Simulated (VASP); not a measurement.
# BaF2 (Fm-3m) in VASP: single point with PBEsol

Aim: the single point of BaF2 with PBEsol.

All numbers are computed with VASP 6.6.1; they aren't measurements. Logs are shortened: lines on timing, memory, paths and dates and some standing lists are left out, and cuts for length are marked.

### Step 1. The cell of the first run

The structure is cubic, space group Fm-3m (No. 225). Conventional cell: a = 6.138 Å, b = 6.138 Å, c = 6.138 Å, α = 90.00°, β = 90.00°, γ = 90.00°. Ba (site symmetry m-3m) has 8 F at 2.66 Å within 3.5 Å. F (site symmetry -43m) has 4 Ba at 2.66 Å and 6 F at 3.07 Å within 3.5 Å.

### Step 2. Single point, PBEsol

Contents of INCAR:

```
PREC = Accurate
ENCUT = 1350
EDIFF = 1E-6
ISMEAR = 0
SIGMA = 0.02
LREAL = False
LASPH = True
NELM = 120
ALGO = Normal
ISIF = 2
LWAVE = False
LCHARG = False
GGA = PS
NBANDS = 19
GGA_COMPAT = False
```

Contents of KPOINTS:

```
regular mesh
0
Gamma
  6 6 6
```

Contents of POSCAR:

```
BaF2
1.0
    0.0000000000      3.0690425869      3.0690425869
    3.0690425869      0.0000000000      3.0690425869
    3.0690425869      3.0690425869      0.0000000000
Ba F
1 2
Direct
    0.0000000000      0.0000000000      0.0000000000
    0.2500000000      0.2500000000      0.2500000000
    0.7500000000      0.7500000000      0.7500000000
```

Potentials or basis: VASP PAW PBE potentials, release 64 (Ba_sv, F_h).

Started as:

```console
> cat potpaw_PBE.64/Ba_sv/POTCAR potpaw_PBE.64/F_h/POTCAR > POTCAR
> mpirun -np 1 vasp_std > vasp.out
```

OUTCAR:

```text
PREC = Accurate
   ENCUT = 1350
   EDIFF = 1E-6
   ISMEAR = 0
   LREAL = False
   LASPH = True
   NELM = 120
   ISIF = 2
   GGA = PS

 ion  position               nearest neighbor table
   1  0.000  0.000  0.000-   3 2.66   3 2.66   3 2.66   2 2.66   3 2.66   2 2.66   2 2.66   2 2.66

   2  0.250  0.250  0.250-   1 2.66   1 2.66   1 2.66   1 2.66
   3  0.750  0.750  0.750-   1 2.66   1 2.66   1 2.66   1 2.66

  LATTYP: Found a face centered cubic cell.
 ALAT       =     6.1380851738

  Lattice vectors:

 A1 = (   0.0000000000,   3.0690425869,   3.0690425869)
 A2 = (   3.0690425869,   0.0000000000,   3.0690425869)
 A3 = (   3.0690425869,   3.0690425869,   0.0000000000)

Analysis of symmetry for initial positions (statically):
=====================================================================
 Subroutine PRICEL returns:
 Original cell was already a primitive cell.

 Routine SETGRP: Setting up the symmetry group for a
 face centered cubic supercell.

 Subroutine GETGRP returns: Found 48 space group operations
 (whereof 48 operations were pure point group operations)
 out of a pool of 48 trial point group operations.

The static configuration has the point symmetry O_h .

Analysis of symmetry for dynamics (positions and initial velocities):
=====================================================================
 Subroutine PRICEL returns:
 Original cell was already a primitive cell.

 Routine SETGRP: Setting up the symmetry group for a
 face centered cubic supercell.

 Subroutine GETGRP returns: Found 48 space group operations
 (whereof 48 operations were pure point group operations)
 out of a pool of 48 trial point group operations.

The dynamic configuration has the point symmetry O_h .

 Subroutine INISYM returns: Found 48 space group operations
 (whereof 48 operations are pure point group operations),
 and found     1 'primitive' translations

----------------------------------------------------------------------------------------

                                     Primitive cell

  volume of cell :      57.8148

  direct lattice vectors                    reciprocal lattice vectors
     0.000000000  3.069042587  3.069042587    -0.162917257  0.162917257  0.162917257
     3.069042587  0.000000000  3.069042587     0.162917257 -0.162917257  0.162917257
     3.069042587  3.069042587  0.000000000     0.162917257  0.162917257 -0.162917257

  length of vectors
     4.340281650  4.340281650  4.340281650     0.282180967  0.282180967  0.282180967

  position of ions in fractional coordinates (direct lattice)
     0.000000000  0.000000000  0.000000000
     0.250000000  0.250000000  0.250000000
     0.750000000  0.750000000  0.750000000

  ion indices of the primitive-cell ions
   primitive index   ion index
                 1           1
                 2           2
                 3           3

----------------------------------------------------------------------------------------

 KPOINTS: regular mesh

Automatic generation of k-mesh.
 Grid dimensions read from file:
 generate k-points for:    6    6    6

 Generating k-lattice:

  Cartesian coordinates                     Fractional coordinates (reciprocal lattice)
    -0.027152876  0.027152876  0.027152876     0.166666667  0.000000000  0.000000000
     0.027152876 -0.027152876  0.027152876     0.000000000  0.166666667  0.000000000
     0.027152876  0.027152876 -0.027152876     0.000000000  0.000000000  0.166666667

  Length of vectors
     0.047030161  0.047030161  0.047030161

  Shift w.r.t. Gamma in fractional coordinates (k-lattice)
     0.000000000  0.000000000  0.000000000

 Subroutine IBZKPT returns following result:
 ===========================================

 Found     16 irreducible k-points:

 Following reciprocal coordinates:
            Coordinates               Weight
  0.000000  0.000000  0.000000      1.000000
  0.166667  0.000000  0.000000      8.000000
  0.333333  0.000000  0.000000      8.000000
  0.500000  0.000000  0.000000      4.000000
  0.166667  0.166667  0.000000      6.000000
  0.333333  0.166667  0.000000     24.000000
[... 8 lines left out ...]
 -0.333333  0.333333  0.166667     24.000000
 -0.333333  0.500000  0.166667     12.000000
   k-points           NKPTS =     16   k-points in BZ     NKDIM =     16   number of bands    NBANDS=     19
   number of dos      NEDOS =    301   number of ions     NIONS =      3
   total plane-waves  NPLWV = 157464
   dimension x,y,z NGX =    54 NGY =   54 NGZ =   54
   dimension x,y,z NGXF=   108 NGYF=  108 NGZF=  108
   ions per type =               1   2
   NGX,Y,Z   is equivalent  to a cutoff of  20.68, 20.68, 20.68 a.u.
   NGXF,Y,Z  is equivalent  to a cutoff of  41.37, 41.37, 41.37 a.u.
 SYSTEM =  unknown system
   PREC   = accura    normal or accurate (medium, high low for compatibility)
   ISTART =      0    job   : 0-new  1-cont  2-samecut
   ICHARG =      2    charge: 1-file 2-atom 10-const
   ISPIN  =      1    spin polarized calculation?
   LNONCOLLINEAR =      F non collinear calculations
   LSORBIT =      F    spin-orbit coupling
   LASPH  =      T    aspherical Exc in radial PAW
   ENCUT  = 1350.0 eV  99.22 Ry    9.96 a.u.  13.00 13.00 13.00*2*pi/ulx,y,z
   NELM   =    120;   NELMIN=  2; NELMDL= -5     # of ELM steps
   EDIFF  = 0.1E-05   stopping-criterion for ELM
   LREAL  =      F    real-space projection
   EDIFFG = 0.1E-04   stopping-criterion for IOM
   NSW    =      0    number of steps for IOM
   IBRION =     -1    ionic relax: 0-MD 1-quasi-New 2-CG
   NFREE  =      0    steps in history (QN), initial steepest desc. (CG)
   ISIF   =      2    stress and relaxation
   ISYM   =      2    0-nonsym 1-usesym 2-fastsym
   POTIM  = 0.5000    time-step for ionic-motion
   TEBEG  =    0.0;   TEEND  =   0.0 temperature during run
   PSTRESS=    0.0 pullay stress
   NELECT =      24.0000    total number of electrons
   NUPDOWN=      -1.0000    fix difference up-down
   EMIN   =  10.00;   EMAX   =-10.00  energy-range for DOS
   EFERMI =   0.00;   METHOD = LEGACY
   ISMEAR =     0;   SIGMA  =   0.02  broadening in eV -4-tet -1-fermi 0-gaus
   EFERMI_NEDOS =   21; number of points for ismear=-14 and -15
   IALGO  =     38    algorithm
   IMIX   =      4    mixing-type and parameters
     AMIX     =   0.40;   BMIX     =  1.00
     AMIX_MAG =   1.60;   BMIX_MAG =  1.00
  volume/ion in A,a.u.               =      19.27       130.05
  Fermi-wavevector in a.u.,A,eV,Ry     =   1.221234  2.307798 20.291909  1.491413
  Thomas-Fermi vector in A             =   2.356424
   LORBIT       =      0    0 simple, 1 ext, 2 COOP (PROOUT), +10 PAW based schemes
   GGA     = PS    functional components
   LHFCALC =     F    Hartree Fock is set to
   AEXX    =    0.0000 exact exchange contribution
   IVDW    =     0    specifies the selected vdW correction
   LEPSILON=     F    determine dielectric tensor
   LRPA    =     F    only Hartree local field effects (RPA)
 non-spin polarized calculation
 Gauss-broadening in eV      SIGMA  =   0.02
  energy-cutoff  :     1350.00
  volume of cell :       57.81
 maximum number of plane-waves:      6532
 NGX is ok and might be reduce to    54
   NGX = 25   NGY = 25   NGZ = 25

 number of electron      23.9999999 magnetization

 Free energy of the ion-electron system (eV)
  ---------------------------------------------------
  ext. energy  EPLUGINS =         0.00000000
  ---------------------------------------------------
  free energy    TOTEN  =       -17.64769266 eV

  energy without entropy =      -17.64769266  energy(sigma->0) =      -17.64769266

 E-fermi :  -1.6128     XC(G=0):  -9.0567

 val. band max:       -1.7844272457   @ k =  -0.1667   0.1667   0.0000
 cond. band min:       4.9886203652   @ k =   0.0000   0.0000   0.0000
 fundamental gap:      6.7730476108
 Fermi energy:        -1.6128024223

 k-point     1 :       0.0000    0.0000    0.0000
  band No.  band energies     occupation
      1     -24.7722      2.00000
      2     -20.6239      2.00000
      3     -20.5373      2.00000
      4      -9.5545      2.00000
      5      -9.5545      2.00000
      6      -9.5545      2.00000
[... 11 lines left out ...]
     18       9.8023      0.00000
     19      13.7690      0.00000

 k-point     2 :       0.1667    0.0000    0.0000
  band No.  band energies     occupation
      1     -24.7125      2.00000
      2     -20.6569      2.00000
      3     -20.6098      2.00000
      4      -9.6092      2.00000
      5      -9.6030      2.00000
      6      -9.6030      2.00000
[... 11 lines left out ...]
     18       9.8255      0.00000
     19      12.7137      0.00000

 k-point     3 :       0.3333    0.0000    0.0000
  band No.  band energies     occupation
      1     -24.5849      2.00000
      2     -20.8070      2.00000
      3     -20.6790      2.00000
      4      -9.6996      2.00000
      5      -9.6954      2.00000
      6      -9.6954      2.00000
[... 11 lines left out ...]
     18       9.9133      0.00000
     19      11.8449      0.00000

 k-point     4 :       0.5000    0.0000    0.0000
  band No.  band energies     occupation
      1     -24.5163      2.00000
      2     -20.8991      2.00000
      3     -20.7017      2.00000
      4      -9.7395      2.00000
      5      -9.7395      2.00000
      6      -9.7370      2.00000
[... 231 lines left out ...]
     18      10.8420      0.00000
     19      12.8341      0.00000

 k-point    15 :      -0.3333    0.3333    0.1667
  band No.  band energies     occupation
      1     -24.4482      2.00000
      2     -20.8815      2.00000
      3     -20.8316      2.00000
      4      -9.9603      2.00000
      5      -9.6982      2.00000
      6      -9.6974      2.00000
[... 11 lines left out ...]
     18      11.7888      0.00000
     19      12.4426      0.00000

 k-point    16 :      -0.3333    0.5000    0.1667
  band No.  band energies     occupation
      1     -24.4246      2.00000
      2     -20.9300      2.00000
      3     -20.8202      2.00000
      4     -10.0248      2.00000
      5      -9.8464      2.00000
      6      -9.5211      2.00000
[... 11 lines left out ...]
     18      12.8781      0.00000
     19      13.1239      0.00000

------------------------ aborting loop because EDIFF is reached ----------------------------------------

  FORCE on cell =-STRESS in cart. coord.  units (eV):
  Direction    XX          YY          ZZ          XY          YZ          ZX
  --------------------------------------------------------------------------------------
  -------------------------------------------------------------------------------------
  Total        0.4169418      0.4169418      0.4169418      0.0000000      0.0000000      0.0000000
  in kB       11.5543976     11.5543976     11.5543976      0.0000000      0.0000000      0.0000000
  external PRESSURE =      11.5543976 kB  Pullay stress =       0.0000000 kB

 VOLUME and BASIS-vectors are now :
 -----------------------------------------------------------------------------
  energy-cutoff  :     1350.00
  volume of cell :       57.81
      direct lattice vectors                 reciprocal lattice vectors
     0.000000000  3.069042587  3.069042587    -0.162917257  0.162917257  0.162917257
     3.069042587  0.000000000  3.069042587     0.162917257 -0.162917257  0.162917257
     3.069042587  3.069042587  0.000000000     0.162917257  0.162917257 -0.162917257

 POSITION                                       TOTAL-FORCE (eV/Angst)
 -----------------------------------------------------------------------------------
      0.00000      0.00000      0.00000         0.000000     -0.000000     -0.000000
      1.53452      1.53452      1.53452         0.000000      0.000000      0.000000
      4.60356      4.60356      4.60356        -0.000000     -0.000000     -0.000000
 -----------------------------------------------------------------------------------
    total drift:                                0.000000      0.000000      0.000000

  FREE ENERGIE OF THE ION-ELECTRON SYSTEM (eV)
  ---------------------------------------------------
  free  energy   TOTEN  =       -17.6476926603 eV

  energy  without entropy=      -17.6476926603  energy(sigma->0) =      -17.64769266
```

It took 64 s on 1 thread of Intel Xeon Platinum 8375C at 2.90GHz (Ice Lake), shared host; peak memory 0.42 GiB.

Results:

```yaml
Free_energy: -17.6477 eV
Pressure: 1.2 GPa
Band_gap_on_the_k_mesh: 6.77 eV (least direct gap 6.85 eV)
```

Caveat: the PAW data sets were made with another functional, which shifts forces and pressure a little; spin-orbit coupling is left out, which moves the levels of the heavy elements. A k mesh can miss the band edges.
